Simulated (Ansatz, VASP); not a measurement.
# One calculation of Be4Ga2C, two programs

```
Be Ga C
1.0
     4.18209    0.00000    0.00000
     0.35559    4.20512    0.00000
     0.80552    1.35828    5.15191
Be Ga C
4 2 1
Direct
  0.88467 0.18572 0.62773
  0.99915 0.71850 0.48903
  0.85567 0.56663 0.87671
  0.73498 0.50374 0.28680
  0.28632 0.66858 0.08352
  0.48603 0.00297 0.40594
  0.13740 0.85386 0.73029
```

Change from the starting cell: the structure that the rattled cell fell into.

Alike in both runs: task relaxation of cell and atoms; functional PBE; k mesh 4 × 4 × 4; occupations gaussian, width 0.1 eV; no spin polarisation.

|  | VASP | Ansatz |
| --- | --- | --- |
| version | VASP 6.6.1 | Ansatz 0.2.0 |
| potentials or method | VASP PAW PBE potentials, release 64 (Be, Ga_d, C), cutoff 600 eV | scalar-relativistic, plane waves, PAW |
| valence electrons in the cell | 38 | 38 |

Ansatz gave:

| Property | Result |
| --- | --- |
| gap on the k mesh at the Fermi level, each at its own relaxed structure (eV) | none |
| relaxed volume (Å³/atom) | 12.86 |
| relaxed length of the cell vector where the two differ most in proportion (Å) | 4.180 |

Question: What did VASP give for the same quantities?

Answer: gap on the k mesh at the Fermi level, each at its own relaxed structure (eV): none; relaxed volume (Å³/atom): 12.87; relaxed length of the cell vector where the two differ most in proportion (Å): 4.187.

A gap of «none» marks a metal or a gap that the smearing closes.

The k mesh is coarse, so the values compare programs but aren't converged.
